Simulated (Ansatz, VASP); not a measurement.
**HfO2 in VASP and in Ansatz**

File INCAR:

```
SYSTEM = HfO2
PREC = Accurate ; ENCUT = 520
EDIFF = 1E-7 ; ISMEAR = 0
SIGMA = 0.014 ; LREAL = .False.
LASPH = .True. ; NELM = 80
ALGO = Fast ; ISIF = 2
LWAVE = .False. ; LCHARG = .False.
GGA = PE ; NBANDS = 56
```

File KPOINTS:

```
regular mesh
0
Gamma
  5 5 5
  0 0 0
```

File POSCAR:

```
HfO2
1.0
    5.1180000000      0.0000000000      0.0000000000
    0.0000000000      5.1857000000      0.0000000000
   -0.8586630598      0.0000000000      5.2138671406
Hf O
4 8
Direct
    0.2755000000      0.4603000000      0.7080000000
    0.7245000000      0.9603000000      0.7920000000
    0.7245000000      0.5397000000      0.2920000000
    0.2755000000      0.0397000000      0.2080000000
    0.0742000000      0.1684000000      0.8467000000
    0.9258000000      0.6684000000      0.6533000000
    0.9258000000      0.8316000000      0.1533000000
    0.0742000000      0.3316000000      0.3467000000
    0.4487000000      0.7419000000      0.9801000000
    0.5513000000      0.2419000000      0.5199000000
    0.5513000000      0.2581000000      0.0199000000
    0.4487000000      0.7581000000      0.4801000000
```

File input.yaml:

```yaml
crystal:
  lattice:
    - [5.118, 0.0, 0.0]
    - [0.0, 5.1857, 0.0]
    - [-0.8586630598, 0.0, 5.2138671406]
  atoms:
    - { symbol: Hf, position: [0.2755, 0.4603, 0.708] }
    - { symbol: Hf, position: [0.7245, 0.9603, 0.792] }
    - { symbol: Hf, position: [0.7245, 0.5397, 0.292] }
    - { symbol: Hf, position: [0.2755, 0.0397, 0.208] }
    - { symbol: O, position: [0.0742, 0.1684, 0.8467] }
    - { symbol: O, position: [0.9258, 0.6684, 0.6533] }
    - { symbol: O, position: [0.9258, 0.8316, 0.1533] }
    - { symbol: O, position: [0.0742, 0.3316, 0.3467] }
    - { symbol: O, position: [0.4487, 0.7419, 0.9801] }
    - { symbol: O, position: [0.5513, 0.2419, 0.5199] }
    - { symbol: O, position: [0.5513, 0.2581, 0.0199] }
    - { symbol: O, position: [0.4487, 0.7581, 0.4801] }
hamiltonian:
  xc: pbe
  pseudopotentials: { kind: paw }
kpoints:
  mp_grid: { grid: [5, 5, 5] }
scf:
  occupations: { method: gaussian, width: 0.014 }
output:
  forces: true
  stress: true
  eigenvalues: true
```

Alike in both runs: task single point; functional PBE; k mesh 5 × 5 × 5; occupations gaussian, width 0.014 eV; no spin polarisation.

|  | VASP | Ansatz |
| --- | --- | --- |
| version | VASP 6.6.1 | Ansatz 0.2.0 |
| potentials or method | VASP PAW PBE potentials, release 64 (Hf_pv, O) | Ansatz PAW |
| plane-wave cutoff (eV) | 520 | 420 |
| valence electrons in the cell | 88 | 152 |

Ansatz gave:

```
gap on the k mesh at the Fermi level (eV)                     : 4.21
least direct gap on the mesh (eV)                             : 4.27
pressure (GPa)                                                : 5.9
traceless stress, the component that is largest in VASP (GPa) : -0.64
rms of the force components (eV/Å)                            : 0.186
```

Which values does VASP return?

gap on the k mesh at the Fermi level (eV): 4.16; least direct gap on the mesh (eV): 4.23; pressure (GPa): 2.7; traceless stress, the component that is largest in VASP (GPa): -0.68; rms of the force components (eV/Å): 0.169.

Atom by atom the forces differ by 0.034 eV/Å (rms over components). VASP's potentials hold 88 valence electrons a cell and Ansatz's 152, so a difference there can come from the potentials and not from the codes.

Neither program's run includes spin-orbit coupling. Noted on Ansatz's run: odd divisions of the mesh miss points on the zone boundary, where band edges often lie, so the gap on the mesh can be too wide.
